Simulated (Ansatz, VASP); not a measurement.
Two plane-wave programs on Cs

The input POSCAR:

```
Cs
1.0
    0.0000000000      3.9536154710      3.9536154710
    3.9536154710      0.0000000000      3.9536154710
    3.9536154710      3.9536154710      0.0000000000
Cs
1
Direct
    0.0000000000      0.0000000000      0.0000000000
```

INCAR.step1

```
SYSTEM = Cs
  PREC = Accurate
  ENCUT = 550
  ISMEAR = -1
  SIGMA = 0.1
  LREAL = .FALSE.
  LASPH = .TRUE.
  NELM = 120
  NBANDS = 10
  GGA = PE
  ALGO = Normal
  EDIFF = 1E-5
  LWAVE = .TRUE.
  LCHARG = .FALSE.
  GGA_COMPAT = .FALSE.
```

The input INCAR.step2:

```
SYSTEM = Cs
  PREC = Accurate
  ENCUT = 550
  EDIFF = 1E-6
  ISMEAR = -1
  SIGMA = 0.1
  LREAL = .FALSE.
  LASPH = .TRUE.
  NELM = 120
  ALGO = Normal
  ISIF = 2
  LWAVE = .FALSE.
  LCHARG = .TRUE.
  METAGGA = R2SCAN
  LMIXTAU = .TRUE.
  LELF = .TRUE.
  LVHAR = .TRUE.
  NBANDS = 10
  ISTART = 1
  GGA_COMPAT = .FALSE.
```

File KPOINTS:

```
regular mesh
0
G
  8 8 8
  0 0 0
```

Input for Ansatz:

```yaml
crystal:
  lattice:
    - [0.0, 3.953615471, 3.953615471]
    - [3.953615471, 0.0, 3.953615471]
    - [3.953615471, 3.953615471, 0.0]
  atoms:
    - { symbol: Cs, position: [0.0, 0.0, 0.0] }
hamiltonian:
  xc: r2scan
  pseudopotentials:
    kind: paw
    azcp:
      Cs: "pseudopotentials/Cs.paw.azcp"
basis:
  ecutwfc: 500
  fft_grid_basis: typed
kpoints:
  mp_grid: { grid: [8, 8, 8], shift: [0, 0, 0] }
magnetization:
  spin_polarized: false
scf:
  occupations: { method: fermi_dirac, width: 0.1 }
  lower_state_search: "off"
output:
  stress: true
```

Alike in both runs: task single point; functional r2SCAN; k mesh 8 × 8 × 8; occupations fermi-dirac, width 0.1 eV; no spin polarisation.

```csv
,VASP,Ansatz
version,VASP 6.6.1,Ansatz 0.2.0
potentials or method,"VASP PAW PBE potentials, release 64 (Cs_sv), cutoff 550 eV","plane waves (500 eV) with PAW, scalar-relativistic"
valence electrons in the cell,9,9
```

|  | VASP | Ansatz | Ansatz less VASP |
| --- | --- | --- | --- |
| pressure (GPa) | 0.0 | 0.0 | +0.01 |

VASP's potentials were made for PBE, not for r2SCAN. The functional is the same, so the differences come from potentials, cutoffs and numerics.

Spin-orbit coupling is off throughout.
